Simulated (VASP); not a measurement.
# Ti3Al5 (P4/mmm) in VASP: further runs, part 2 of 2

VASP 6.6.1. The steps go on from the part before.

**4. Single point, r2SCAN (strain -0.050 along x and y, -0.025 along z)**

The input, POSCAR:

```
Ti3Al5
1.0
    3.7033725143      0.0000000000      0.0000000000
    0.0000000000      3.7033725143      0.0000000000
    0.0000000000      0.0000000000      8.1168086449
Ti Al
3 5
Direct
    0.0000000000      0.0000000000      0.5000000000
    0.5000000000      0.5000000000      0.0000000000
    0.5000000000      0.5000000000      0.5000000000
    0.0000000000      0.5000000000      0.2513308222
    0.0000000000      0.5000000000      0.7486691778
    0.5000000000      0.0000000000      0.2513308222
    0.5000000000      0.0000000000      0.7486691778
    0.0000000000      0.0000000000      0.0000000000
```

The input, INCAR.step1:

```
SYSTEM = Ti3Al5
PREC = Accurate
ENCUT = 520
ISMEAR = 0
SIGMA = 0.15
LREAL = .False.
LASPH = .True.
NELM = 100
NBANDS = 36
GGA = PE
ALGO = Normal
EDIFF = 1E-4
LWAVE = .True.
LCHARG = .False.
```

The input, INCAR.step2:

```
SYSTEM = Ti3Al5
PREC = Accurate
ENCUT = 520
EDIFF = 1E-6
ISMEAR = 0
SIGMA = 0.15
LREAL = .False.
LASPH = .True.
NELM = 100
ALGO = Normal
ISIF = 2
LWAVE = .False.
LCHARG = .False.
METAGGA = R2SCAN
LMIXTAU = .True.
NBANDS = 36
ISTART = 1
```

The input, KPOINTS:

```
Automatic mesh
0
Gamma
  10 10 6
  0 0 0
```

Potentials or basis: VASP PAW PBE potentials, release 64 (Ti_sv, Al).

Launch:

```sh
$ cat potpaw_PBE.64/Ti_sv/POTCAR potpaw_PBE.64/Al/POTCAR > POTCAR
$ cp INCAR.step1 INCAR
$ mpirun -np 1 vasp_std > vasp.out
$ cp INCAR.step2 INCAR
$ mpirun -np 1 vasp_std > vasp.out
```

OUTCAR:

```text
SYSTEM = Ti3Al5
   PREC = Accurate
   ENCUT = 520
   EDIFF = 1E-6
   ISMEAR = 0
   LREAL = .False.
   LASPH = .True.
   NELM = 100
   ISIF = 2
   METAGGA = R2SCAN
   ISTART = 1

 ion  position               nearest neighbor table
   1  0.000  0.000  0.500-   3 2.62   3 2.62   3 2.62   3 2.62   7 2.74   4 2.74   4 2.74   5 2.74
                             5 2.74   6 2.74   7 2.74   6 2.74
   2  0.500  0.500  0.000-   8 2.62   8 2.62   8 2.62   8 2.62   4 2.76   6 2.76   7 2.76   5 2.76
                             4 2.76   5 2.76   6 2.76   7 2.76
   3  0.500  0.500  0.500-   1 2.62   1 2.62   1 2.62   1 2.62   7 2.74   4 2.74   6 2.74   7 2.74
                             5 2.74   4 2.74   5 2.74   6 2.74
   4  0.000  0.500  0.251-   6 2.62   6 2.62   6 2.62   6 2.62   3 2.74   3 2.74   1 2.74   1 2.74
                             2 2.76   2 2.76   8 2.76   8 2.76
   5  0.000  0.500  0.749-   7 2.62   7 2.62   7 2.62   7 2.62   3 2.74   3 2.74   1 2.74   1 2.74
                             2 2.76   2 2.76   8 2.76   8 2.76
   6  0.500  0.000  0.251-   4 2.62   4 2.62   4 2.62   4 2.62   3 2.74   1 2.74   1 2.74   3 2.74
                             2 2.76   2 2.76   8 2.76   8 2.76
   7  0.500  0.000  0.749-   5 2.62   5 2.62   5 2.62   5 2.62   3 2.74   1 2.74   1 2.74   3 2.74
                             2 2.76   2 2.76   8 2.76   8 2.76
[... 214 lines left out ...]
      6     -24.1362      2.00000
[... 925 lines left out ...]
     35      14.0657      0.00000
     36      14.2384      0.00000

 [... further k-points ...]

------------------------ aborting loop because EDIFF is reached ----------------------------------------

  FORCE on cell =-STRESS in cart. coord.  units (eV):
  Direction    XX          YY          ZZ          XY          YZ          ZX
  --------------------------------------------------------------------------------------
  -------------------------------------------------------------------------------------
  Total       14.8014118     14.8014118     10.9498474      0.0000000      0.0000000      0.0000000
  in kB      213.0264932    213.0264932    157.5935887      0.0000000      0.0000000      0.0000000
  external PRESSURE =     194.5488584 kB  Pullay stress =       0.0000000 kB

 VOLUME and BASIS-vectors are now :
 -----------------------------------------------------------------------------
  energy-cutoff  :      520.00
  volume of cell :      111.32
      direct lattice vectors                 reciprocal lattice vectors
     3.703372514  0.000000000  0.000000000     0.270024146  0.000000000  0.000000000
     0.000000000  3.703372514  0.000000000     0.000000000  0.270024146  0.000000000
     0.000000000  0.000000000  8.116808645     0.000000000  0.000000000  0.123201130

 POSITION                                       TOTAL-FORCE (eV/Angst)
 -----------------------------------------------------------------------------------
      0.00000      0.00000      4.05840        -0.000000      0.000000      0.000000
      1.85169      1.85169      0.00000        -0.000000      0.000000      0.000000
      1.85169      1.85169      4.05840        -0.000000      0.000000      0.000000
      0.00000      1.85169      2.04000        -0.000000     -0.000000     -0.204041
      0.00000      1.85169      6.07680         0.000000     -0.000000      0.204041
      1.85169      0.00000      2.04000        -0.000000      0.000000     -0.204041
      1.85169      0.00000      6.07680        -0.000000     -0.000000      0.204041
      0.00000      0.00000      0.00000        -0.000000      0.000000      0.000000
 -----------------------------------------------------------------------------------
    total drift:                                0.000000      0.000000      0.000000

  FREE ENERGIE OF THE ION-ELECTRON SYSTEM (eV)
  ---------------------------------------------------
  free  energy   TOTEN  =       -75.2046321311 eV

  energy  without entropy=      -75.1604187199  energy(sigma->0) =      -75.18252543
```

OUTCAR.step1:

```text
SYSTEM = Ti3Al5
   PREC = Accurate
   ENCUT = 520
   ISMEAR = 0
   LREAL = .False.
   LASPH = .True.
[... 1190 lines left out ...]
      1.85169      0.00000      2.04000         0.000000     -0.000000     -0.133471
      1.85169      0.00000      6.07680        -0.000000     -0.000000      0.133471
      0.00000      0.00000      0.00000         0.000000      0.000000      0.000000
 -----------------------------------------------------------------------------------
    total drift:                                0.000000      0.000000      0.000000

  FREE ENERGIE OF THE ION-ELECTRON SYSTEM (eV)
  ---------------------------------------------------
  free  energy   TOTEN  =       -44.4265086368 eV

  energy  without entropy=      -44.3786300371  energy(sigma->0) =      -44.40256934
```

Run time: 28 min. Hardware: 1 thread of Intel Xeon 8259CL, shared host; peak memory 0.39 GiB.

What came out:

```yaml
Free_energy: -75.2046 eV
Pressure: 19.5 GPa
Largest_force: 0.204 eV/Å
Band_gap_on_the_k_mesh: zero (an odd number of electrons rules out a gap without spin polarisation)
```

Forces on the atoms (eV/Å):
```
Ti   0.000  0.000  0.000
Ti   0.000  0.000  0.000
Ti   0.000  0.000  0.000
Al   0.000  0.000 -0.204
Al   0.000  0.000  0.204
Al   0.000  0.000 -0.204
Al   0.000  0.000  0.204
Al   0.000  0.000  0.000
```

Caveat: the cell differs from its parent crystal (strain -0.050 along x and y, -0.025 along z); the cell stands under pressure; the PAW data sets were made with another functional, which shifts forces and pressure a little.

**5. Single point, r2SCAN (strain -0.050 along x and y, -0.050 along z)**

POSCAR: that of step 4 with these lines changed.

```diff
@@ -4,3 +4,3 @@
     0.0000000000      3.7033725143      0.0000000000
-    0.0000000000      0.0000000000      8.1168086449
+    0.0000000000      0.0000000000      7.9086853463
 Ti Al
```

INCAR.step1: that of step 4 with these lines changed.

```diff
@@ -7,3 +7,3 @@
 LASPH = .True.
-NELM = 100
+NELM = 60
 NBANDS = 36
```

The input, INCAR.step2:

```
SYSTEM = Ti3Al5
PREC = Accurate
ENCUT = 520
EDIFF = 1E-6
ISMEAR = 0
SIGMA = 0.15
LREAL = .False.
LASPH = .True.
NELM = 60
ALGO = Normal
ISIF = 2
LWAVE = .False.
LCHARG = .True.
METAGGA = R2SCAN
LMIXTAU = .True.
LELF = .True.
LVHAR = .True.
NBANDS = 36
ISTART = 1
```

The input, KPOINTS:

```
regular mesh
0
Gamma
  10 10 6
  0 0 0
```

Potentials or basis: VASP PAW PBE potentials, release 64 (Ti_sv, Al).

Launch:

```sh
$ cat potpaw_PBE.64/Ti_sv/POTCAR potpaw_PBE.64/Al/POTCAR > POTCAR
$ cp INCAR.step1 INCAR
$ mpirun -np 1 vasp_std > vasp.out
$ cp INCAR.step2 INCAR
$ mpirun -np 1 vasp_std > vasp.out
```

OUTCAR:

```text
SYSTEM = Ti3Al5
   PREC = Accurate
   ENCUT = 520
   EDIFF = 1E-6
   ISMEAR = 0
   LREAL = .False.
   LASPH = .True.
   NELM = 60
   ISIF = 2
   METAGGA = R2SCAN
   ISTART = 1

 ion  position               nearest neighbor table
   1  0.000  0.000  0.500-   3 2.62   3 2.62   3 2.62   3 2.62   7 2.70   4 2.70   4 2.70   5 2.70
                             5 2.70   6 2.70   7 2.70   6 2.70
   2  0.500  0.500  0.000-   8 2.62   8 2.62   8 2.62   8 2.62   4 2.72   6 2.72   7 2.72   5 2.72
                             4 2.72   5 2.72   6 2.72   7 2.72
   3  0.500  0.500  0.500-   1 2.62   1 2.62   1 2.62   1 2.62   7 2.70   4 2.70   6 2.70   7 2.70
                             5 2.70   4 2.70   5 2.70   6 2.70
   4  0.000  0.500  0.251-   6 2.62   6 2.62   6 2.62   6 2.62   3 2.70   3 2.70   1 2.70   1 2.70
                             2 2.72   2 2.72   8 2.72   8 2.72
   5  0.000  0.500  0.749-   7 2.62   7 2.62   7 2.62   7 2.62   3 2.70   3 2.70   1 2.70   1 2.70
                             2 2.72   2 2.72   8 2.72   8 2.72
   6  0.500  0.000  0.251-   4 2.62   4 2.62   4 2.62   4 2.62   3 2.70   1 2.70   1 2.70   3 2.70
                             2 2.72   2 2.72   8 2.72   8 2.72
   7  0.500  0.000  0.749-   5 2.62   5 2.62   5 2.62   5 2.62   3 2.70   1 2.70   1 2.70   3 2.70
                             2 2.72   2 2.72   8 2.72   8 2.72
   8  0.000  0.000  0.000-   2 2.62   2 2.62   2 2.62   2 2.62   7 2.72   4 2.72   4 2.72   5 2.72
                             5 2.72   6 2.72   7 2.72   6 2.72

  LATTYP: Found a simple tetragonal cell.
 ALAT       =     3.7033725143
 C/A-ratio  =     2.1355360056

  Lattice vectors:

 A1 = (   3.7033725143,   0.0000000000,   0.0000000000)
 A2 = (   0.0000000000,   3.7033725143,   0.0000000000)
 A3 = (   0.0000000000,   0.0000000000,   7.9086853463)

Analysis of symmetry for initial positions (statically):
=====================================================================
 Subroutine PRICEL returns:
 Original cell was already a primitive cell.

 Routine SETGRP: Setting up the symmetry group for a
 simple tetragonal supercell.

 Subroutine GETGRP returns: Found 16 space group operations
 (whereof 16 operations were pure point group operations)
 out of a pool of 16 trial point group operations.

The static configuration has the point symmetry D_4h.

Analysis of symmetry for dynamics (positions and initial velocities):
=====================================================================
 Subroutine PRICEL returns:
 Original cell was already a primitive cell.

 Routine SETGRP: Setting up the symmetry group for a
 simple tetragonal supercell.

 Subroutine GETGRP returns: Found 16 space group operations
 (whereof 16 operations were pure point group operations)
 out of a pool of 16 trial point group operations.

The dynamic configuration has the point symmetry D_4h.

 Subroutine INISYM returns: Found 16 space group operations
 (whereof 16 operations are pure point group operations),
 and found     1 'primitive' translations

----------------------------------------------------------------------------------------

                                     Primitive cell

  volume of cell :     108.4674
[... 61 lines left out ...]
  0.300000  0.000000  0.000000      4.000000
  0.400000  0.000000  0.000000      4.000000
  0.500000  0.000000  0.000000      2.000000
[... 16 lines left out ...]
  0.100000  0.000000  0.166667      8.000000
  0.200000  0.000000  0.166667      8.000000
 [... further k-points ...]
   k-points           NKPTS =     84   k-points in BZ     NKDIM =     84   number of bands    NBANDS=     36
   number of dos      NEDOS =    301   number of ions     NIONS =      8
   total plane-waves  NPLWV =  47040
   dimension x,y,z NGX =    28 NGY =   28 NGZ =   60
   dimension x,y,z NGXF=    56 NGYF=   56 NGZF=  120
   ions per type =               3   5
   NGX,Y,Z   is equivalent  to a cutoff of  12.57, 12.57, 12.61 a.u.
   NGXF,Y,Z  is equivalent  to a cutoff of  25.14, 25.14, 25.22 a.u.
 SYSTEM =  Ti3Al5
   PREC   = accura    normal or accurate (medium, high low for compatibility)
   ISTART =      1    job   : 0-new  1-cont  2-samecut
   ICHARG =      0    charge: 1-file 2-atom 10-const
   ISPIN  =      1    spin polarized calculation?
   LNONCOLLINEAR =      F non collinear calculations
   LSORBIT =      F    spin-orbit coupling
   LASPH  =      T    aspherical Exc in radial PAW
   ENCUT  =  520.0 eV  38.22 Ry    6.18 a.u.   6.89  6.89 14.70*2*pi/ulx,y,z
   NELM   =     60;   NELMIN=  2; NELMDL=  0     # of ELM steps
   EDIFF  = 0.1E-05   stopping-criterion for ELM
   LREAL  =      F    real-space projection
   EDIFFG = 0.1E-04   stopping-criterion for IOM
   NSW    =      0    number of steps for IOM
   IBRION =     -1    ionic relax: 0-MD 1-quasi-New 2-CG
   NFREE  =      0    steps in history (QN), initial steepest desc. (CG)
   ISIF   =      2    stress and relaxation
   ISYM   =      2    0-nonsym 1-usesym 2-fastsym
   POTIM  = 0.5000    time-step for ionic-motion
   TEBEG  =    0.0;   TEEND  =   0.0 temperature during run
   PSTRESS=    0.0 pullay stress
   NELECT =      51.0000    total number of electrons
   NUPDOWN=      -1.0000    fix difference up-down
   EMIN   =  10.00;   EMAX   =-10.00  energy-range for DOS
   EFERMI =   0.00;   METHOD = LEGACY
   ISMEAR =     0;   SIGMA  =   0.15  broadening in eV -4-tet -1-fermi 0-gaus
   EFERMI_NEDOS =   21; number of points for ismear=-14 and -15
   IALGO  =     38    algorithm
   IMIX   =      4    mixing-type and parameters
     AMIX     =   0.40;   BMIX     =  1.00
     AMIX_MAG =   1.60;   BMIX_MAG =  1.00
  volume/ion in A,a.u.               =      13.56        91.50
  Fermi-wavevector in a.u.,A,eV,Ry     =   1.273010  2.405640 22.048986  1.620555
  Thomas-Fermi vector in A             =   2.405857
   LORBIT       =      0    0 simple, 1 ext, 2 COOP (PROOUT), +10 PAW based schemes
   METAGGA = R2SCAN    functional components
   LHFCALC =     F    Hartree Fock is set to
   AEXX    =    0.0000 exact exchange contribution
   IVDW    =     0    specifies the selected vdW correction
   LEPSILON=     F    determine dielectric tensor
   LRPA    =     F    only Hartree local field effects (RPA)
 non-spin polarized calculation
 Gauss-broadening in eV      SIGMA  =   0.15
  energy-cutoff  :      520.00
  volume of cell :      108.47
 maximum number of plane-waves:      2944
 NGX is ok and might be reduce to    28
   NGX = 13   NGY = 13   NGZ = 29

 number of electron      50.9999991 magnetization

 Free energy of the ion-electron system (eV)
  ---------------------------------------------------
  ext. energy  EPLUGINS =         0.00000000
  ---------------------------------------------------
  free energy    TOTEN  =       -74.84626102 eV

  energy without entropy =      -74.79771597  energy(sigma->0) =      -74.82198850

 E-fermi :  10.2137     XC(G=0): -12.4362

 val. band max:       10.2134207849   @ k =   0.5000   0.1000   0.3333
 cond. band min:      10.2219591176   @ k =   0.3000   0.2000   0.1667
 fundamental gap:      0.0085383327
 Fermi energy:        10.2136931871

 k-point     1 :       0.0000    0.0000    0.0000
  band No.  band energies     occupation
      1     -48.4126      2.00000
      2     -48.3346      2.00000
      3     -47.8955      2.00000
      4     -23.8059      2.00000
      5     -23.8059      2.00000
      6     -23.7684      2.00000
[... 925 lines left out ...]
     35      14.3885      0.00000
     36      14.6419      0.00000

 [... further k-points ...]

------------------------ aborting loop because EDIFF is reached ----------------------------------------

  FORCE on cell =-STRESS in cart. coord.  units (eV):
  Direction    XX          YY          ZZ          XY          YZ          ZX
  --------------------------------------------------------------------------------------
  -------------------------------------------------------------------------------------
  Total       16.6705295     16.6705295     16.5152680      0.0000000      0.0000000      0.0000000
  in kB      246.2412926    246.2412926    243.9479156      0.0000000      0.0000000      0.0000000
  external PRESSURE =     245.4768336 kB  Pullay stress =       0.0000000 kB

 VOLUME and BASIS-vectors are now :
 -----------------------------------------------------------------------------
  energy-cutoff  :      520.00
  volume of cell :      108.47
      direct lattice vectors                 reciprocal lattice vectors
     3.703372514  0.000000000  0.000000000     0.270024146  0.000000000  0.000000000
     0.000000000  3.703372514  0.000000000     0.000000000  0.270024146  0.000000000
     0.000000000  0.000000000  7.908685346     0.000000000  0.000000000  0.126443265

 POSITION                                       TOTAL-FORCE (eV/Angst)
 -----------------------------------------------------------------------------------
      0.00000      0.00000      3.95434        -0.000000      0.000000      0.000000
      1.85169      1.85169      0.00000        -0.000000      0.000000      0.000000
      1.85169      1.85169      3.95434        -0.000000      0.000000      0.000000
      0.00000      1.85169      1.98770         0.000000      0.000000     -0.234800
      0.00000      1.85169      5.92099         0.000000      0.000000      0.234800
      1.85169      0.00000      1.98770        -0.000000      0.000000     -0.234800
      1.85169      0.00000      5.92099        -0.000000     -0.000000      0.234800
      0.00000      0.00000      0.00000        -0.000000      0.000000      0.000000
 -----------------------------------------------------------------------------------
    total drift:                                0.000000      0.000000      0.000000

  FREE ENERGIE OF THE ION-ELECTRON SYSTEM (eV)
  ---------------------------------------------------
  free  energy   TOTEN  =       -74.8462610244 eV

  energy  without entropy=      -74.7977159677  energy(sigma->0) =      -74.82198850
```

It took 14 min on 1 thread of Intel Xeon Platinum 8488C (Sapphire Rapids), shared host; peak memory 0.39 GiB.

What came out:

| Item | Value |
| --- | --- |
| Free energy | -74.8463 eV |
| Pressure | 24.5 GPa |
| Largest force | 0.235 eV/Å |
| Band gap on the k mesh | zero (an odd number of electrons rules out a gap without spin polarisation) |

Forces on the atoms (eV/Å):
```
Ti   0.000  0.000  0.000
Ti   0.000  0.000  0.000
Ti   0.000  0.000  0.000
Al   0.000  0.000 -0.235
Al   0.000  0.000  0.235
Al   0.000  0.000 -0.235
Al   0.000  0.000  0.235
Al   0.000  0.000  0.000
```

Stress tensor (GPa, compression positive):
```
24.62  0.00  0.00
 0.00 24.62  0.00
 0.00  0.00 24.39
```

Levels at points of the mesh, in eV from the Fermi level:
```
           k point  band 23  band 24  band 25  band 26  band 27  band 28
(0.00, 0.00, 0.00)    -1.03    -1.03    -0.33     0.14     0.14     0.79
(0.50, 0.00, 0.00)    -0.59    -0.55     0.04     0.37     0.53     0.97
(0.50, 0.50, 0.00)    -2.10    -1.83    -1.83    -0.86    -0.15     1.28
(0.00, 0.00, 0.50)    -1.10    -0.57    -0.06     0.35     0.76     0.76
(0.50, 0.00, 0.50)    -0.27    -0.17    -0.12     0.28     0.49     0.78
(0.50, 0.50, 0.50)    -1.18    -1.18    -1.16    -0.89    -0.51     1.56
```

Caveat: the cell differs from its parent crystal (strain -0.050 along x and y, -0.050 along z); the cell stands under pressure; the PAW data sets were made with another functional, which shifts forces and pressure a little.

**6. The runs side by side**

| cell | gap on the mesh (eV) | pressure (GPa) | largest force (eV/Å) |
| --- | --- | --- | --- |
| a = 3.996, b = 3.996, c = 8.741 Å, 8 atoms | none | -9.5 | 0.09 |
| a = 4.093, b = 4.093, c = 8.325 Å, 8 atoms | none | -9.4 | 0.12 |
| a = 3.703, b = 3.703, c = 8.117 Å, 8 atoms | none | 19.5 | 0.20 |
| a = 3.703, b = 3.703, c = 7.909 Å, 8 atoms | none | 24.5 | 0.23 |

Alike in all rows: task single point; level r2SCAN; potentials or basis VASP PAW PBE potentials, release 64 (Ti_sv, Al); no spin polarisation; k mesh 10 × 10 × 6; cutoff (eV) 520; smearing gaussian 0.15 eV.

Caveats: the PAW data sets were made with another functional, which shifts forces and pressure a little; the cell stands under tension (at least some runs); the cell stands under pressure (at least some runs).

Absolute energies hang on the potentials; compare differences alone.
